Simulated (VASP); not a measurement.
A run of VASP 6.6.1:

The input INCAR:

```
SYSTEM = Ag
PREC = Accurate ; ENCUT = 520
EDIFF = 1E-6 ; ISMEAR = 0
SIGMA = 0.1 ; LREAL = .FALSE.
LASPH = .TRUE. ; NELM = 60
ALGO = Fast ; ISIF = 2
LWAVE = .FALSE. ; LCHARG = .FALSE.
GGA = CA ; NBANDS = 18
```

KPOINTS

```
Automatic mesh
0
G
  9 9 16
  0 0 0
```

Contents of POSCAR:

```
Ag
1.0
    3.8122317196      0.0000000000     -0.0015309159
    0.0000000000      3.8122320270      0.0000000000
   -1.9069675738      0.0000000000      2.1413330084
Ag
2
Direct
    0.0000000000      0.0000000000      0.0000000000
    0.5000000000      0.5000000000      0.0000000000
```

Potentials or basis: VASP PAW LDA potentials, release 64 (Ag).

Launch:

```sh
$ cat potpaw_LDA.64/Ag/POTCAR > POTCAR
$ mpirun -np 1 vasp_std > vasp.out
```

Hardware: 1 thread of Intel Xeon 8259CL, on a shared host.

Task: Estimate the wall time of this run.

Result: Run time: 3.3 min on 1 thread of Intel Xeon 8259CL (shared host), peak memory 0.27 GiB. Counts: scf iterations 13, k points 365.
